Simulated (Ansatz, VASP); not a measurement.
## Two plane-wave programs on PC

```
CELL_PARAMETERS angstrom
3.95791 0.00000 0.00000
0.00000 3.95791 0.00000
0.00000 0.00000 3.95791
ATOMIC_POSITIONS crystal
P 0.50000 0.50000 0.00000
P 0.50000 0.00000 0.50000
P 0.00000 0.50000 0.50000
C 0.00000 0.00000 0.50000
C 0.00000 0.50000 0.00000
C 0.50000 0.00000 0.00000
```

Change from the starting cell: species swapped into the TcN type (Pm-3m, No. 221).

Alike in both runs: functional PBE; k mesh 4 × 4 × 4; occupations gaussian, width 0.2 eV; no spin polarisation.

Ansatz relaxed the structure, and its values are those at the end. VASP's run is a single point on that final structure, the one shown.

```csv
,VASP,Ansatz
version,VASP 6.6.1,Ansatz 0.2.0
potentials or method,"VASP PAW PBE potentials, release 64 (P, C), cutoff 600 eV","scalar-relativistic, plane waves, PAW"
valence electrons in the cell,27,27
```

VASP gave:

```
gap on the k mesh at the Fermi level (eV) : none
pressure (GPa)                            : -0.4
```

Which values does Ansatz return?

gap on the k mesh at the Fermi level (eV): none; pressure (GPa): 0.0.

A gap of «none» marks a metal or a gap that the smearing closes.

The k mesh is coarse, so the values compare programs but aren't converged.
